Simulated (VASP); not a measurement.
# TaN (P6/mmm) in VASP: further runs

TaN is run at these levels: PBEsol; tasks: single point.

All numbers are computed with VASP 6.6.1; they aren't measurements. Logs are shortened: lines on timing, memory, paths and dates and some standing lists are left out, and cuts for length are marked.

## (1) The cell of the first run

It takes space group P6/mmm (No. 191, hexagonal). Conventional cell: a = 4.974 Å, b = 4.974 Å, c = 2.787 Å, α = 90.00°, β = 90.00°, γ = 120.00°. Within 3.3 Å of Ta (site symmetry 6/mmm) lie 6 N at 2.49 Å and 14 Ta at 2.79 to 3.19 Å. Within 2.7 Å of Ta (site symmetry -6m2) lie 6 N at 2.00 Å. Within 2.7 Å of N (site symmetry mmm) lie 6 Ta at 2.00 to 2.49 Å and 4 N at 2.49 Å.

## (2) Single point, PBEsol

INCAR reads:

```
SYSTEM = TaN
  PREC = Accurate
  ENCUT = 520
  EDIFF = 1E-6
  ISMEAR = 1
  SIGMA = 0.15
  LREAL = .FALSE.
  LASPH = .TRUE.
  NELM = 80
  ALGO = Normal
  ISIF = 2
  LWAVE = .FALSE.
  LCHARG = .TRUE.
  GGA = PS
  LELF = .TRUE.
  LVHAR = .TRUE.
  NBANDS = 33
```

KPOINTS reads:

```
regular mesh
0
G
  5 5 8
  0 0 0
```

POSCAR reads:

```
TaN
1.0
    4.9744520956      0.0000000000      0.0000000000
   -2.4872260478      4.3080020083      0.0000000000
    0.0000000000      0.0000000000      2.7866897889
Ta N
3 3
Direct
    0.0000000000      0.0000000000      0.0000000000
    0.3333333333      0.6666666667      0.5000000000
    0.6666666667      0.3333333333      0.5000000000
    0.5000000000      0.0000000000      0.0000000000
    0.5000000000      0.5000000000      0.0000000000
    0.0000000000      0.5000000000      0.0000000000
```

Potentials or basis: VASP PAW PBE potentials, release 64 (Ta_pv, N).

Command:

```sh
cat potpaw_PBE.64/Ta_pv/POTCAR potpaw_PBE.64/N/POTCAR > POTCAR
mpirun -np 1 vasp_std > vasp.out
```

OUTCAR:

```text
SYSTEM = TaN
   PREC = Accurate
   ENCUT = 520
   EDIFF = 1E-6
   ISMEAR = 1
   LREAL = .FALSE.
   LASPH = .TRUE.
   NELM = 80
   ISIF = 2
   GGA = PS

 ion  position               nearest neighbor table
   1  0.000  0.000  0.000-   4 2.49   4 2.49   6 2.49   6 2.49   5 2.49   5 2.49   3 3.19   3 3.19
                             2 3.19   2 3.19   2 3.19   3 3.19   2 3.19   3 3.19   2 3.19   3 3.19
   2  0.333  0.667  0.500-   6 2.00   6 2.00   5 2.00   5 2.00   4 2.00   4 2.00   3 2.87   3 2.87
                             3 2.87   1 3.19   1 3.19   1 3.19   1 3.19   1 3.19   1 3.19
   3  0.667  0.333  0.500-   6 2.00   6 2.00   5 2.00   5 2.00   4 2.00   4 2.00   2 2.87   2 2.87
                             2 2.87   1 3.19   1 3.19   1 3.19   1 3.19   1 3.19   1 3.19
   4  0.500  0.000  0.000-   2 2.00   3 2.00   2 2.00   3 2.00   1 2.49   1 2.49
   5  0.500  0.500  0.000-   2 2.00   3 2.00   2 2.00   3 2.00   1 2.49   1 2.49
   6  0.000  0.500  0.000-   2 2.00   3 2.00   2 2.00   3 2.00   1 2.49   1 2.49

  LATTYP: Found a hexagonal cell.
 ALAT       =     4.9744520956
 C/A-ratio  =     0.5602003468

  Lattice vectors:

 A1 = (   4.9744520956,   0.0000000000,   0.0000000000)
 A2 = (  -2.4872260478,   4.3080020083,   0.0000000000)
 A3 = (   0.0000000000,   0.0000000000,   2.7866897889)

Analysis of symmetry for initial positions (statically):
=====================================================================
 Subroutine PRICEL returns:
 Original cell was already a primitive cell.

 Routine SETGRP: Setting up the symmetry group for a
 hexagonal supercell.

 Subroutine GETGRP returns: Found 24 space group operations
 (whereof 24 operations were pure point group operations)
 out of a pool of 24 trial point group operations.

The static configuration has the point symmetry D_6h.

Analysis of symmetry for dynamics (positions and initial velocities):
=====================================================================
 Subroutine PRICEL returns:
 Original cell was already a primitive cell.

 Routine SETGRP: Setting up the symmetry group for a
 hexagonal supercell.

 Subroutine GETGRP returns: Found 24 space group operations
 (whereof 24 operations were pure point group operations)
 out of a pool of 24 trial point group operations.

The dynamic configuration has the point symmetry D_6h.

 Subroutine INISYM returns: Found 24 space group operations
 (whereof 24 operations are pure point group operations),
 and found     1 'primitive' translations

----------------------------------------------------------------------------------------

                                     Primitive cell

  volume of cell :      59.7186

  direct lattice vectors                    reciprocal lattice vectors
     4.974452096  0.000000000  0.000000000     0.201027165  0.116063084  0.000000000
    -2.487226048  4.308002008  0.000000000     0.000000000  0.232126168  0.000000000
     0.000000000  0.000000000  2.786689789     0.000000000  0.000000000  0.358848697

  length of vectors
     4.974452096  4.974452203  2.786689789     0.232126173  0.232126168  0.358848697

  position of ions in fractional coordinates (direct lattice)
     0.000000000  0.000000000  0.000000000
     0.333333333  0.666666667  0.500000000
     0.666666667  0.333333333  0.500000000
     0.500000000  0.000000000  0.000000000
     0.500000000  0.500000000  0.000000000
     0.000000000  0.500000000  0.000000000

  ion indices of the primitive-cell ions
   primitive index   ion index
                 1           1
                 2           2
                 3           3
                 4           4
                 5           5
                 6           6

----------------------------------------------------------------------------------------

 KPOINTS: regular mesh

Automatic generation of k-mesh.
 Grid dimensions read from file:
 generate k-points for:    5    5    8

 Generating k-lattice:

  Cartesian coordinates                     Fractional coordinates (reciprocal lattice)
     0.040205433  0.023212617  0.000000000     0.200000000  0.000000000  0.000000000
     0.000000000  0.046425234  0.000000000     0.000000000  0.200000000  0.000000000
     0.000000000  0.000000000  0.044856087     0.000000000  0.000000000  0.125000000

  Length of vectors
     0.046425235  0.046425234  0.044856087

  Shift w.r.t. Gamma in fractional coordinates (k-lattice)
     0.000000000  0.000000000  0.000000000

 Subroutine IBZKPT returns following result:
 ===========================================

 Found     25 irreducible k-points:

 Following reciprocal coordinates:
            Coordinates               Weight
  0.000000  0.000000  0.000000      1.000000
  0.200000  0.000000  0.000000      6.000000
  0.400000 -0.000000  0.000000      6.000000
  0.200000  0.200000  0.000000      6.000000
  0.400000  0.200000  0.000000      6.000000
  0.000000  0.000000  0.125000      2.000000
[... 16 lines left out ...]
  0.400000 -0.000000  0.500000      6.000000
  0.200000  0.200000  0.500000      6.000000
   k-points           NKPTS =     25   k-points in BZ     NKDIM =     25   number of bands    NBANDS=     33
   number of dos      NEDOS =    301   number of ions     NIONS =      6
   total plane-waves  NPLWV =  38400
   dimension x,y,z NGX =    40 NGY =   40 NGZ =   24
   dimension x,y,z NGXF=    80 NGYF=   80 NGZF=   48
   ions per type =               3   3
   NGX,Y,Z   is equivalent  to a cutoff of  13.37, 13.37, 14.32 a.u.
   NGXF,Y,Z  is equivalent  to a cutoff of  26.74, 26.74, 28.64 a.u.
 SYSTEM =  TaN
   PREC   = accura    normal or accurate (medium, high low for compatibility)
   ISTART =      0    job   : 0-new  1-cont  2-samecut
   ICHARG =      2    charge: 1-file 2-atom 10-const
   ISPIN  =      1    spin polarized calculation?
   LNONCOLLINEAR =      F non collinear calculations
   LSORBIT =      F    spin-orbit coupling
   LASPH  =      T    aspherical Exc in radial PAW
   ENCUT  =  520.0 eV  38.22 Ry    6.18 a.u.   9.25  9.25  5.18*2*pi/ulx,y,z
   NELM   =     80;   NELMIN=  2; NELMDL= -5     # of ELM steps
   EDIFF  = 0.1E-05   stopping-criterion for ELM
   LREAL  =      F    real-space projection
   EDIFFG = 0.1E-04   stopping-criterion for IOM
   NSW    =      0    number of steps for IOM
   IBRION =     -1    ionic relax: 0-MD 1-quasi-New 2-CG
   NFREE  =      0    steps in history (QN), initial steepest desc. (CG)
   ISIF   =      2    stress and relaxation
   ISYM   =      2    0-nonsym 1-usesym 2-fastsym
   POTIM  = 0.5000    time-step for ionic-motion
   TEBEG  =    0.0;   TEEND  =   0.0 temperature during run
   PSTRESS=    0.0 pullay stress
   NELECT =      48.0000    total number of electrons
   NUPDOWN=      -1.0000    fix difference up-down
   EMIN   =  10.00;   EMAX   =-10.00  energy-range for DOS
   EFERMI =   0.00;   METHOD = LEGACY
   ISMEAR =     1;   SIGMA  =   0.15  broadening in eV -4-tet -1-fermi 0-gaus
   EFERMI_NEDOS =   21; number of points for ismear=-14 and -15
   IALGO  =     38    algorithm
   IMIX   =      4    mixing-type and parameters
     AMIX     =   0.40;   BMIX     =  1.00
     AMIX_MAG =   1.60;   BMIX_MAG =  1.00
  volume/ion in A,a.u.               =       9.95        67.17
  Fermi-wavevector in a.u.,A,eV,Ry     =   1.522131  2.876410 31.523097  2.316882
  Thomas-Fermi vector in A             =   2.630752
   LORBIT       =      0    0 simple, 1 ext, 2 COOP (PROOUT), +10 PAW based schemes
   GGA     = PS    functional components
   LHFCALC =     F    Hartree Fock is set to
   AEXX    =    0.0000 exact exchange contribution
   IVDW    =     0    specifies the selected vdW correction
   LEPSILON=     F    determine dielectric tensor
   LRPA    =     F    only Hartree local field effects (RPA)
 non-spin polarized calculation
 Methfessel and Paxton  Order N= 1 SIGMA  =   0.15
  energy-cutoff  :      520.00
  volume of cell :       59.72
 maximum number of plane-waves:      1631
 NGX is ok and might be reduce to    40
   NGX = 19   NGY = 19   NGZ = 11

 number of electron      48.0000007 magnetization

 Free energy of the ion-electron system (eV)
  ---------------------------------------------------
  ext. energy  EPLUGINS =         0.00000000
  ---------------------------------------------------
  free energy    TOTEN  =       -67.35040332 eV

  energy without entropy =      -67.34607691  energy(sigma->0) =      -67.34896118

 E-fermi :   9.5090     XC(G=0): -13.8913

 val. band max:        9.5036557341   @ k =   0.2000   0.0000   0.2500
 cond. band min:       9.5891462270   @ k =   0.0000   0.0000   0.3750
 fundamental gap:      0.0854904929
 Fermi energy:         9.5090009223

 k-point     1 :       0.0000    0.0000    0.0000
  band No.  band energies     occupation
      1     -26.7208      2.00000
      2     -26.7208      2.00000
      3     -26.1668      2.00000
      4     -26.1668      2.00000
      5     -25.8288      2.00000
      6     -25.6873      2.00000
[... 25 lines left out ...]
     32      13.3582      0.00000
     33      13.3582      0.00000

 k-point     2 :       0.2000    0.0000    0.0000
  band No.  band energies     occupation
      1     -26.7737      2.00000
      2     -26.7003      2.00000
      3     -26.0926      2.00000
      4     -26.0872      2.00000
      5     -25.8086      2.00000
      6     -25.7936      2.00000
[... 25 lines left out ...]
     32      13.5477      0.00000
     33      13.6562      0.00000

 k-point     3 :       0.4000   -0.0000    0.0000
  band No.  band energies     occupation
      1     -26.8423      2.00000
      2     -26.5820      2.00000
      3     -26.1800      2.00000
      4     -25.9485      2.00000
      5     -25.8414      2.00000
      6     -25.7744      2.00000
[... 25 lines left out ...]
     32      13.7638      0.00000
     33      14.0325      0.00000

 k-point     4 :       0.2000    0.2000    0.0000
  band No.  band energies     occupation
      1     -26.8029      2.00000
      2     -26.6495      2.00000
      3     -26.1436      2.00000
      4     -25.9742      2.00000
      5     -25.8518      2.00000
      6     -25.7739      2.00000
[... 673 lines left out ...]
     32      14.5920      0.00000
     33      15.0848      0.00000

 k-point    23 :       0.4000   -0.0000    0.5000
  band No.  band energies     occupation
      1     -27.2280      2.00000
      2     -27.0305      2.00000
      3     -26.4863      2.00000
      4     -26.3421      2.00000
      5     -25.9633      2.00000
      6     -25.7781      2.00000
[... 25 lines left out ...]
     32      14.4373      0.00000
     33      16.2060      0.00000

 k-point    24 :       0.2000    0.2000    0.5000
  band No.  band energies     occupation
      1     -27.2389      2.00000
      2     -27.0155      2.00000
      3     -26.5078      2.00000
      4     -26.3099      2.00000
      5     -25.9841      2.00000
      6     -25.7714      2.00000
[... 25 lines left out ...]
     32      14.2249      0.00000
     33      15.8994      0.00000

 [... further k-points ...]
[... 5 lines left out ...]
  --------------------------------------------------------------------------------------
  -------------------------------------------------------------------------------------
  Total       18.9456712     18.9456722     26.3688373      0.0000000      0.0000000      0.0000000
  in kB      508.2891052    508.2891343    707.4435423      0.0000000      0.0000000      0.0000000
  external PRESSURE =     574.6739273 kB  Pullay stress =       0.0000000 kB

 VOLUME and BASIS-vectors are now :
 -----------------------------------------------------------------------------
  energy-cutoff  :      520.00
  volume of cell :       59.72
      direct lattice vectors                 reciprocal lattice vectors
     4.974452096  0.000000000  0.000000000     0.201027165  0.116063084  0.000000000
    -2.487226048  4.308002008  0.000000000     0.000000000  0.232126168  0.000000000
     0.000000000  0.000000000  2.786689789     0.000000000  0.000000000  0.358848697

 POSITION                                       TOTAL-FORCE (eV/Angst)
 -----------------------------------------------------------------------------------
      0.00000      0.00000      0.00000         0.000000      0.000000      0.000000
     -0.00000      2.87200      1.39334         0.000000      0.000000      0.000000
      2.48723      1.43600      1.39334        -0.000000     -0.000000      0.000000
      2.48723      0.00000      0.00000         0.000000      0.000000      0.000000
      1.24361      2.15400      0.00000         0.000000      0.000000      0.000000
     -1.24361      2.15400      0.00000         0.000000      0.000000      0.000000
 -----------------------------------------------------------------------------------
    total drift:                               -0.000000      0.000000     -0.000000

  FREE ENERGIE OF THE ION-ELECTRON SYSTEM (eV)
  ---------------------------------------------------
  free  energy   TOTEN  =       -67.3504033234 eV

  energy  without entropy=      -67.3460769070  energy(sigma->0) =      -67.34896118
```

Wall time 56 s (1 thread of Intel Xeon 6975P-C, shared host); peak memory 0.21 GiB.

Results:

* Free energy: -67.3504 eV
* Pressure: 57.5 GPa
* Band gap on the k mesh: zero (band 24 reaches 10.52 eV, above the bottom of band 25 at 7.88 eV)

Levels at points of the mesh, in eV from the Fermi level:
| k point | band 22 | band 23 | band 24 | band 25 | band 26 | band 27 |
| --- | --- | --- | --- | --- | --- | --- |
| (0.00, 0.00, 0.00) | -2.98 | -2.45 | -1.63 | -1.63 | 0.83 | 0.83 |
| (0.00, 0.00, 0.50) | -3.53 | -2.29 | 1.01 | 1.01 | 1.74 | 2.27 |

Caveat: the PAW data sets were made with another functional, which shifts forces and pressure a little; spin-orbit coupling is left out, which moves the levels of the heavy elements.

## (3) Single point, PBEsol

This run uses another cell than the first one, of 10.41 Å³/atom, 1.045 times its volume.

INCAR reads:

```
PREC = Accurate
ENCUT = 520
EDIFF = 1E-7
ISMEAR = 1
SIGMA = 0.15
LREAL = F
LASPH = T
NELM = 60
ALGO = Normal
ISIF = 2
LWAVE = F
LCHARG = F
GGA = PS
NBANDS = 33
```

KPOINTS reads:

```
regular mesh
0
Gamma
  5 5 8
```

Edit POSCAR of step 2 so:

```diff
@@ -2,5 +2,5 @@
 1.0
-    4.9744520956      0.0000000000      0.0000000000
-   -2.4872260478      4.3080020083      0.0000000000
-    0.0000000000      0.0000000000      2.7866897889
+    5.0487085969      0.0000000000      0.0000000000
+   -2.5243542985      4.3723100266      0.0000000000
+    0.0000000000      0.0000000000      2.8282883066
 Ta N
```

Potentials or basis: VASP PAW PBE potentials, release 64 (Ta_pv, N).

Command:

```sh
cat potpaw_PBE.64/Ta_pv/POTCAR potpaw_PBE.64/N/POTCAR > POTCAR
mpirun -np 1 vasp_std > vasp.out
```

Run time: 69 s. Hardware: 1 thread of Intel Xeon 6975P-C, shared host; peak memory 0.21 GiB.

The run converged. Its results:

| Property | Result |
| --- | --- |
| Free energy | -68.1283 eV |
| Pressure | 34.8 GPa |
| Band gap on the k mesh | zero (band 24 reaches 9.94 eV, above the bottom of band 25 at 7.49 eV) |

Stress tensor (GPa, compression positive):
```
30.88  0.00  0.00
 0.00 30.88  0.00
 0.00  0.00 42.75
```

Levels at points of the mesh, in eV from the Fermi level:
| k point | band 20 | band 21 | band 22 | band 23 | band 24 | band 25 | band 26 | band 27 | band 28 | band 29 |
| --- | --- | --- | --- | --- | --- | --- | --- | --- | --- | --- |
| (0.00, 0.00, 0.00) | -3.19 | -3.19 | -2.81 | -2.32 | -1.50 | -1.50 | 0.82 | 0.82 | 1.45 | 2.49 |
| (0.00, 0.00, 0.50) | -4.22 | -3.38 | -3.38 | -2.16 | 0.96 | 0.96 | 1.64 | 2.07 | 2.81 | 2.81 |

Caveat: the PAW data sets were made with another functional, which shifts forces and pressure a little; spin-orbit coupling is left out, which moves the levels of the heavy elements.

## (4) Single point, PBEsol

This run uses another cell than the first one, of 10.86 Å³/atom, 1.091 times its volume.

INCAR reads:

```
PREC = Accurate
ENCUT = 520
EDIFF = 1E-7
ISMEAR = 1
SIGMA = 0.15
LREAL = F
LASPH = T
NELM = 80
ALGO = Normal
ISIF = 2
LWAVE = F
LCHARG = T
GGA = PS
LELF = T
LVHAR = T
NBANDS = 33
```

KPOINTS is that of step 3.

Edit POSCAR of step 3 so:

```diff
@@ -2,5 +2,5 @@
 1.0
-    5.0487085969      0.0000000000      0.0000000000
-   -2.5243542985      4.3723100266      0.0000000000
-    0.0000000000      0.0000000000      2.8282883066
+    5.1208427511      0.0000000000      0.0000000000
+   -2.5604213756      4.4347800385      0.0000000000
+    0.0000000000      0.0000000000      2.8686978849
 Ta N
```

Command:

```sh
cat potpaw_PBE.64/Ta_pv/POTCAR potpaw_PBE.64/N/POTCAR > POTCAR
mpirun -np 1 vasp_std > vasp.out
```

Run time: 68 s. Hardware: 1 thread of Intel Xeon 6975P-C, shared host; peak memory 0.21 GiB.

Results (log left out):

| Property | Result |
| --- | --- |
| Free energy | -68.5610 eV |
| Pressure | 16.6 GPa |
| Band gap on the k mesh | zero (band 24 reaches 9.41 eV, above the bottom of band 25 at 7.11 eV) |

Stress tensor (GPa, compression positive):
```
14.80  0.00  0.00
 0.00 14.80  0.00
 0.00  0.00 20.11
```

Levels at points of the mesh, in eV from the Fermi level:
```
           k point  band 20  band 21  band 22  band 23  band 24  band 25  band 26  band 27  band 28  band 29
(0.00, 0.00, 0.00)    -3.10    -3.10    -2.65    -2.21    -1.39    -1.39     0.80     0.80     1.31     2.32
(0.00, 0.00, 0.50)    -3.98    -3.24    -3.24    -2.04     0.91     0.91     1.55     1.89     2.66     2.66
```

Caveat: the PAW data sets were made with another functional, which shifts forces and pressure a little; spin-orbit coupling is left out, which moves the levels of the heavy elements.

(Continued in part 2 of 2.)
